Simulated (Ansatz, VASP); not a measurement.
One calculation of Pb, two programs

```
Pb
1.0
     3.37560    0.00000    0.00000
    -1.68780    2.92336    0.00000
     0.00000    0.00000    5.59000
Pb
2
Direct
  0.33333 0.66667 0.25000
  0.66667 0.33333 0.75000
```

Change from the starting cell: equal xx and yy strain of -3 %, PAW files.

Alike in both runs: task electric field gradients; functional PBEsol; k mesh 12 × 12 × 7; occupations fermi-dirac, width 0.05 eV; no spin polarisation.

```csv
,VASP,Ansatz
version,VASP 6.6.1,Ansatz 0.2.0
potentials or method,"VASP PAW PBE potentials, release 64 (Pb_d)","PAW with Ansatz's default frozen-core files, scalar-relativistic"
plane-wave cutoff (eV),520,420
valence electrons in the cell,28,28
```

```csv
,VASP,Ansatz,Ansatz less VASP
pressure (GPa),4.7,4.8,+0.08
"traceless stress, the component that is largest in VASP (GPa)",-0.20,-0.22,-0.022
size of Vzz on the site where it differs most (V/Å²),14.2,15.4,+1.23
```

VASP's potentials were made for PBE, not for PBEsol. With one functional, cell and mesh, what is left measures potentials, basis and numerics.

Spin-orbit coupling is off throughout.
